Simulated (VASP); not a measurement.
Here is a VASP 6.6.1 calculation.

File INCAR:

```
  PREC = Accurate
  ENCUT = 750
  EDIFF = 1E-6
  ISMEAR = 0
  SIGMA = 0.1
  LREAL = F
  LASPH = T
  NELM = 120
  ALGO = Normal
  ISIF = 2
  LWAVE = F
  LCHARG = F
  GGA = PE
  NBANDS = 12
  GGA_COMPAT = F
```

KPOINTS

```
regular mesh
0
Gamma
  9 9 9
```

Contents of POSCAR:

```
LiF
1.0
    0.0000000000      2.0417135738      2.0417135738
    2.0417135738      0.0000000000      2.0417135738
    2.0417135738      2.0417135738      0.0000000000
Li F
1 1
Direct
    0.0000000000      0.0000000000      0.0000000000
    0.5000000000      0.5000000000      0.5000000000
```

Potentials or basis: VASP PAW PBE potentials, release 64 (Li_sv, F).

Command:

```console
$ cat potpaw_PBE.64/Li_sv/POTCAR potpaw_PBE.64/F/POTCAR > POTCAR
$ mpirun -np 1 vasp_std > vasp.out
```

(1) What does it give for the band gap on the k mesh?

(2) Predict the pressure.

Answers

(1) 8.72 eV, direct.

(2) -1.4 GPa.
